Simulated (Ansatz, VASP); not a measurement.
**Two plane-wave programs on Bi**

```xyz
1
Lattice="-1.7047 2.1456 2.0281 1.7047 -2.1456 2.0281 1.7047 2.1456 -2.0281" Properties=species:S:1:pos:R:3 pbc="T T T"
Bi    0.0000    0.0000    0.0000
```

Change from the starting cell: strain +e along x and -e along y -0.1125, strain +e along z and -e/2 along x and y +0.0350.

Alike in both runs: task single point; functional PBE; dispersion D3(BJ); k mesh 16 × 16 × 16; occupations gaussian, width 0.15 eV; no spin polarisation.

```csv
,VASP,Ansatz
version,VASP 6.6.1,Ansatz 0.2.0
potentials or method,"VASP PAW PBE potentials, release 64 (Bi_d), cutoff 520 eV","scalar-relativistic, plane waves, PAW"
valence electrons in the cell,15,15
```

```csv
,VASP,Ansatz,Ansatz less VASP
gap on the k mesh at the Fermi level (eV),none,none,-
pressure (GPa),1.7,1.8,+0.05
"traceless stress, the component that is largest in VASP (GPa)",0.89,0.90,+0.008
```

A gap of «none» marks a metal or a gap that the smearing closes.

Spin-orbit coupling is off throughout.
